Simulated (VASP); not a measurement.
# Si3C in VASP: a series of runs

Si3C is run at these levels: PBE; tasks: single point, relaxation of cell and atoms.

All numbers are computed with VASP 6.6.1; they aren't measurements. Logs are shortened: lines on timing, memory, paths and dates and some standing lists are left out, and cuts for length are marked.

## (1) The cell of the first run

It takes space group P6/mmm (No. 191, hexagonal). The conventional cell has a = 2.581 Å, b = 2.581 Å, c = 8.901 Å, α = 90.00°, β = 90.00°, γ = 120.00°. Within 2.5 Å of Si (site symmetry 6mm) lie 1 C at 1.88 Å. Si (site symmetry 6/mmm) has 8 Si at 2.57 to 2.58 Å within 3.4 Å. C (site symmetry 6/mmm) has 2 Si at 1.88 Å within 2.5 Å.

## (2) Single point, PBE

INCAR

```
ALGO     = Normal         # electronic algorithm
EDIFF    = 1E-7           # SCF threshold, eV
ENCUT    = 520            # plane-wave cutoff, eV
GGA      = PE             # functional
ISIF     = 2              # what is computed and relaxed
ISMEAR   = 0              # smearing method
LASPH    = True           # aspherical terms in the spheres
LCHARG   = False          # write CHGCAR
LREAL    = False          # projectors in reciprocal space
LWAVE    = False          # write WAVECAR
NBANDS   = 16             # bands
NELM     = 100            # most SCF steps
PREC     = Accurate       # precision mode
SIGMA    = 0.1            # smearing width, eV
```

KPOINTS

```
k-points
0
Gamma
  24 24 6
```

POSCAR

```
Si3C
1.0
    2.5812333305      0.0000000000      0.0000000000
   -1.2906166653      2.2354136373      0.0000000000
    0.0000000000      0.0000000000      8.9005532679
Si C
3 1
Direct
    0.0000000000      0.0000000000      0.7115682895
    0.0000000000      0.0000000000      0.0000000000
    0.0000000000      0.0000000000      0.2884317105
    0.0000000000      0.0000000000      0.5000000000
```

Potentials or basis: VASP PAW PBE potentials, release 64 (Si, C).

Run with:

```console
$ cat potpaw_PBE.64/Si/POTCAR potpaw_PBE.64/C/POTCAR > POTCAR
$ mpirun -np 1 vasp_std > vasp.out
```

OUTCAR:

```text
EDIFF = 1E-7
   ENCUT = 520
   GGA = PE
   ISIF = 2
   ISMEAR = 0
   LASPH = True
   LREAL = False
   NELM = 100
   PREC = Accurate

 ion  position               nearest neighbor table
   1  0.000  0.000  0.712-   4 1.88   2 2.57
   2  0.000  0.000  0.000-   1 2.57   3 2.57
   3  0.000  0.000  0.288-   4 1.88   2 2.57
   4  0.000  0.000  0.500-   1 1.88   3 1.88

  LATTYP: Found a hexagonal cell.
 ALAT       =     2.5812333305
 C/A-ratio  =     3.4481784977

  Lattice vectors:

 A1 = (   2.5812333305,   0.0000000000,   0.0000000000)
 A2 = (  -1.2906166653,   2.2354136373,   0.0000000000)
 A3 = (   0.0000000000,   0.0000000000,   8.9005532679)

Analysis of symmetry for initial positions (statically):
=====================================================================
 Subroutine PRICEL returns:
 Original cell was already a primitive cell.

 Routine SETGRP: Setting up the symmetry group for a
 hexagonal supercell.

 Subroutine GETGRP returns: Found 24 space group operations
 (whereof 24 operations were pure point group operations)
 out of a pool of 24 trial point group operations.

The static configuration has the point symmetry D_6h.

Analysis of symmetry for dynamics (positions and initial velocities):
=====================================================================
 Subroutine PRICEL returns:
 Original cell was already a primitive cell.

 Routine SETGRP: Setting up the symmetry group for a
 hexagonal supercell.

 Subroutine GETGRP returns: Found 24 space group operations
 (whereof 24 operations were pure point group operations)
 out of a pool of 24 trial point group operations.

The dynamic configuration has the point symmetry D_6h.

 Subroutine INISYM returns: Found 24 space group operations
 (whereof 24 operations are pure point group operations),
 and found     1 'primitive' translations

----------------------------------------------------------------------------------------

                                     Primitive cell

  volume of cell :      51.3573

  direct lattice vectors                    reciprocal lattice vectors
     2.581233330  0.000000000  0.000000000     0.387411703  0.223672251  0.000000000
    -1.290616665  2.235413637  0.000000000     0.000000000  0.447344502  0.000000000
     0.000000000  0.000000000  8.900553268     0.000000000  0.000000000  0.112352566

  length of vectors
     2.581233330  2.581233331  8.900553268     0.447344502  0.447344502  0.112352566

  position of ions in fractional coordinates (direct lattice)
     0.000000000  0.000000000  0.711568290
     0.000000000  0.000000000  0.000000000
     0.000000000  0.000000000  0.288431710
     0.000000000  0.000000000  0.500000000

  ion indices of the primitive-cell ions
   primitive index   ion index
                 1           1
                 2           2
                 3           3
                 4           4

----------------------------------------------------------------------------------------

 KPOINTS: k-points

Automatic generation of k-mesh.
 Grid dimensions read from file:
 generate k-points for:   24   24    6

 Generating k-lattice:

  Cartesian coordinates                     Fractional coordinates (reciprocal lattice)
     0.016142154  0.009319677  0.000000000     0.041666667  0.000000000  0.000000000
     0.000000000  0.018639354  0.000000000     0.000000000  0.041666667  0.000000000
     0.000000000  0.000000000  0.018725428     0.000000000  0.000000000  0.166666667

  Length of vectors
     0.018639354  0.018639354  0.018725428

  Shift w.r.t. Gamma in fractional coordinates (k-lattice)
     0.000000000  0.000000000  0.000000000

 Subroutine IBZKPT returns following result:
 ===========================================

 Found    244 irreducible k-points:

 Following reciprocal coordinates:
            Coordinates               Weight
  0.000000  0.000000  0.000000      1.000000
  0.041667 -0.000000  0.000000      6.000000
  0.083333  0.000000  0.000000      6.000000
  0.125000 -0.000000  0.000000      6.000000
  0.166667  0.000000  0.000000      6.000000
  0.208333  0.000000  0.000000      6.000000
[... 16 lines left out ...]
  0.416667  0.041667  0.000000     12.000000
  0.458333  0.041667  0.000000     12.000000
 [... further k-points ...]
   k-points           NKPTS =    244   k-points in BZ     NKDIM =    244   number of bands    NBANDS=     16
   number of dos      NEDOS =    301   number of ions     NIONS =      4
   total plane-waves  NPLWV =  28000
   dimension x,y,z NGX =    20 NGY =   20 NGZ =   70
   dimension x,y,z NGXF=    40 NGYF=   40 NGZF=  140
   ions per type =               3   1
   NGX,Y,Z   is equivalent  to a cutoff of  12.88, 12.88, 13.07 a.u.
   NGXF,Y,Z  is equivalent  to a cutoff of  25.76, 25.76, 26.15 a.u.
 SYSTEM =  unknown system
   PREC   = accura    normal or accurate (medium, high low for compatibility)
   ISTART =      0    job   : 0-new  1-cont  2-samecut
   ICHARG =      2    charge: 1-file 2-atom 10-const
   ISPIN  =      1    spin polarized calculation?
   LNONCOLLINEAR =      F non collinear calculations
   LSORBIT =      F    spin-orbit coupling
   LASPH  =      T    aspherical Exc in radial PAW
   ENCUT  =  520.0 eV  38.22 Ry    6.18 a.u.   4.80  4.80 16.55*2*pi/ulx,y,z
   NELM   =    100;   NELMIN=  2; NELMDL= -5     # of ELM steps
   EDIFF  = 0.1E-06   stopping-criterion for ELM
   LREAL  =      F    real-space projection
   EDIFFG = 0.1E-05   stopping-criterion for IOM
   NSW    =      0    number of steps for IOM
   IBRION =     -1    ionic relax: 0-MD 1-quasi-New 2-CG
   NFREE  =      0    steps in history (QN), initial steepest desc. (CG)
   ISIF   =      2    stress and relaxation
   ISYM   =      2    0-nonsym 1-usesym 2-fastsym
   POTIM  = 0.5000    time-step for ionic-motion
   TEBEG  =    0.0;   TEEND  =   0.0 temperature during run
   PSTRESS=    0.0 pullay stress
   NELECT =      16.0000    total number of electrons
   NUPDOWN=      -1.0000    fix difference up-down
   EMIN   =  10.00;   EMAX   =-10.00  energy-range for DOS
   EFERMI =   0.00;   METHOD = LEGACY
   ISMEAR =     0;   SIGMA  =   0.10  broadening in eV -4-tet -1-fermi 0-gaus
   EFERMI_NEDOS =   21; number of points for ismear=-14 and -15
   IALGO  =     38    algorithm
   IMIX   =      4    mixing-type and parameters
     AMIX     =   0.40;   BMIX     =  1.00
     AMIX_MAG =   1.60;   BMIX_MAG =  1.00
  volume/ion in A,a.u.               =      12.84        86.64
  Fermi-wavevector in a.u.,A,eV,Ry     =   1.109807  2.097231 16.757907  1.231671
  Thomas-Fermi vector in A             =   2.246351
   LORBIT       =      0    0 simple, 1 ext, 2 COOP (PROOUT), +10 PAW based schemes
   GGA     = PE    functional components
   LHFCALC =     F    Hartree Fock is set to
   AEXX    =    0.0000 exact exchange contribution
   IVDW    =     0    specifies the selected vdW correction
   LEPSILON=     F    determine dielectric tensor
   LRPA    =     F    only Hartree local field effects (RPA)
 non-spin polarized calculation
 Gauss-broadening in eV      SIGMA  =   0.10
  energy-cutoff  :      520.00
  volume of cell :       51.36
 maximum number of plane-waves:      1401
 NGX is ok and might be reduce to    20

 number of electron      16.0000001 magnetization

 Free energy of the ion-electron system (eV)
  ---------------------------------------------------
  ext. energy  EPLUGINS =         0.00000000
  ---------------------------------------------------
  free energy    TOTEN  =       -21.52493077 eV

  energy without entropy =      -21.51719359  energy(sigma->0) =      -21.52106218

 E-fermi :   8.9652     XC(G=0): -11.2262

 val. band max:        8.9466830729   @ k =   0.4167   0.0417   0.1667
 cond. band min:       8.9744909997   @ k =   0.4167   0.1667   0.3333
 fundamental gap:      0.0278079268
 Fermi energy:         8.9652165905

 k-point     1 :       0.0000    0.0000    0.0000
  band No.  band energies     occupation
      1      -6.1083      2.00000
      2      -3.8505      2.00000
      3      -3.8291      2.00000
      4       0.6085      2.00000
      5       1.9192      2.00000
      6       8.2716      2.00000
[... 8 lines left out ...]
     15      21.4904      0.00000
     16      22.1022      0.00000

 k-point     2 :       0.0417   -0.0000    0.0000
  band No.  band energies     occupation
      1      -6.0635      2.00000
      2      -3.8021      2.00000
      3      -3.7801      2.00000
      4       0.6538      2.00000
      5       1.9614      2.00000
      6       8.2993      2.00000
[... 8 lines left out ...]
     15      21.2594      0.00000
     16      22.1400      0.00000

 k-point     3 :       0.0833    0.0000    0.0000
  band No.  band energies     occupation
      1      -5.9292      2.00000
      2      -3.6572      2.00000
      3      -3.6332      2.00000
      4       0.7895      2.00000
      5       2.0876      2.00000
      6       8.3796      2.00000
[... 8 lines left out ...]
     15      20.7753      0.00000
     16      21.0244      0.00000

 k-point     4 :       0.1250   -0.0000    0.0000
  band No.  band energies     occupation
      1      -5.7066      2.00000
      2      -3.4159      2.00000
      3      -3.3889      2.00000
      4       1.0145      2.00000
      5       2.2962      2.00000
      6       8.5038      2.00000
[... 8 lines left out ...]
     15      19.4619      0.00000
     16      20.4980      0.00000
[... 324 lines left out ...]
 k-point    22 :       0.3750    0.0417    0.0000
  band No.  band energies     occupation
      1      -2.3856      2.00000
      2       0.4398      2.00000
      3       0.4824      2.00000
      4       3.4807      2.00000
      5       4.9291      2.00000
      6       5.2727      2.00000
[... 8 lines left out ...]
     15      15.9402      0.00000
     16      17.7663      0.00000

 k-point    23 :       0.4167    0.0417    0.0000
  band No.  band energies     occupation
      1      -1.7881      2.00000
      2       1.3001      2.00000
      3       1.3434      2.00000
      4       2.9857      2.00000
      5       4.6342      2.00000
      6       4.8163      2.00000
[... 8 lines left out ...]
     15      15.8633      0.00000
     16      17.6295      0.00000

 k-point    24 :       0.4583    0.0417    0.0000
  band No.  band energies     occupation
      1      -1.3880      2.00000
      2       1.9750      2.00000
      3       2.1113      2.00000
      4       2.7092      2.00000
      5       3.9247      2.00000
      6       3.9300      2.00000
[... 8 lines left out ...]
     15      15.9505      0.00000
     16      17.5839      0.00000

 [... further k-points ...]
[... 5 lines left out ...]
  --------------------------------------------------------------------------------------
  -------------------------------------------------------------------------------------
  Total       -0.0374346     -0.0374346      0.0068196      0.0000000      0.0000000      0.0000000
  in kB       -1.1678365     -1.1678365      0.2127493      0.0000000      0.0000000      0.0000000
  external PRESSURE =      -0.7076412 kB  Pullay stress =       0.0000000 kB

 VOLUME and BASIS-vectors are now :
 -----------------------------------------------------------------------------
  energy-cutoff  :      520.00
  volume of cell :       51.36
      direct lattice vectors                 reciprocal lattice vectors
     2.581233330  0.000000000  0.000000000     0.387411703  0.223672251  0.000000000
    -1.290616665  2.235413637  0.000000000     0.000000000  0.447344502  0.000000000
     0.000000000  0.000000000  8.900553268     0.000000000  0.000000000  0.112352566

 POSITION                                       TOTAL-FORCE (eV/Angst)
 -----------------------------------------------------------------------------------
      0.00000      0.00000      6.33335         0.000000     -0.000000      0.003003
      0.00000      0.00000      0.00000         0.000000     -0.000000     -0.000000
      0.00000      0.00000      2.56720        -0.000000      0.000000     -0.003003
      0.00000      0.00000      4.45028         0.000000     -0.000000     -0.000000
 -----------------------------------------------------------------------------------
    total drift:                                0.000000      0.000000      0.000000

  FREE ENERGIE OF THE ION-ELECTRON SYSTEM (eV)
  ---------------------------------------------------
  free  energy   TOTEN  =       -21.5249307704 eV

  energy  without entropy=      -21.5171935853  energy(sigma->0) =      -21.52106218
```

It took 1.7 min on 1 thread of Intel Xeon 6975P-C (Granite Rapids), shared host; peak memory 0.29 GiB.

Results:

```
Free energy            : -21.5249 eV
Pressure               : -0.1 GPa
Largest force          : 0.003 eV/Å
Band gap on the k mesh : zero (band 8 reaches 12.61 eV, above the bottom of band 9 at 6.01 eV)
```

Forces in eV/Å, atoms in the order of the input:
```
Si   0.000  0.000  0.003
Si   0.000  0.000  0.000
Si   0.000  0.000 -0.003
C    0.000  0.000  0.000
```

Stress tensor (GPa, compression positive):
```
-0.12  0.00  0.00
 0.00 -0.12  0.00
 0.00  0.00  0.02
```

## (3) Single point, PBE

This run uses another cell than the first one: it holds 8 atoms, not 4.

INCAR

```
ALGO = Normal
EDIFF = 1E-6
ENCUT = 520
GGA = PE
ISIF = 2
ISMEAR = 0
LASPH = T
LCHARG = T
LELF = T
LREAL = F
LVHAR = T
LWAVE = F
NBANDS = 26
NELM = 80
PREC = Accurate
SIGMA = 0.2
```

KPOINTS

```
k-points
0
Gamma
  12 12 2
```

POSCAR

```
Si3C
1.0
    2.5827172857     -0.0003217051      0.0000769305
   -1.2916368133      2.2367232953     -0.0002284797
    0.0008237261     -0.0021018083     17.7646242728
Si C
6 2
Direct
    0.9998344809      0.9998655793      0.3558334269
    1.0000615622      1.0000939782      0.8557964198
    0.0001779969     -0.0000159894      0.4999969591
   -0.0001858919      0.0001753462      0.9999918781
   -0.0001176808      0.0000259261      0.1442009054
    0.0001311064     -0.0002035932      0.6441784610
    0.0000063169     -0.0000264228      0.2500110695
    0.0000921095      0.0000851756      0.7499908800
```

Potentials or basis: VASP PAW PBE potentials, release 64 (Si, C).

Run with:

```console
$ cat potpaw_PBE.64/Si/POTCAR potpaw_PBE.64/C/POTCAR > POTCAR
$ mpirun -np 1 vasp_std > vasp.out
```

It took 4.4 min on 1 thread of Intel Xeon 6975P-C (Granite Rapids), shared host; peak memory 0.42 GiB.

It converged, with:

- Free energy: -43.1402 eV
- Pressure: -0.1 GPa
- Largest force: 0.004 eV/Å
- Band gap on the k mesh: zero (band 16 reaches 12.60 eV, above the bottom of band 17 at 6.73 eV)

Forces in eV/Å, atoms in the order of the input:
```
Si   0.001  0.000 -0.002
Si   0.000  0.000  0.004
Si   0.000  0.000  0.001
Si   0.001  0.000  0.001
Si   0.000  0.000 -0.004
Si  -0.001  0.001 -0.002
C   -0.001  0.000  0.003
C    0.000 -0.001 -0.002
```

Stress tensor (GPa, compression positive):
```
-0.12  0.02 -0.01
 0.02 -0.11  0.02
-0.01  0.02 -0.03
```

Levels at points of the mesh, in eV from the Fermi level:
```csv
k point,band 13,band 14,band 15,band 16,band 17,band 18,band 19,band 20
"(0.00, 0.00, 0.00)",1.65,3.66,3.66,3.66,3.66,4.22,6.72,9.10
"(0.50, 0.00, 0.00)",-3.92,-2.60,-2.44,-1.52,-1.34,0.24,1.64,1.64
"(0.00, 0.50, 0.00)",-3.92,-2.60,-2.45,-1.52,-1.34,0.24,1.64,1.64
"(0.50, 0.50, 0.00)",-3.92,-2.61,-2.45,-1.53,-1.34,0.23,1.64,1.65
"(0.00, 0.00, 0.50)",2.94,2.94,3.66,3.66,3.66,3.66,7.97,7.97
"(0.50, 0.00, 0.50)",-3.37,-3.37,-1.95,-1.95,-0.51,-0.50,1.64,1.64
"(0.00, 0.50, 0.50)",-3.37,-3.37,-1.95,-1.95,-0.51,-0.51,1.64,1.64
"(0.50, 0.50, 0.50)",-3.37,-3.37,-1.95,-1.95,-0.51,-0.51,1.65,1.65
```

(Part 1 of 2 ends here.)
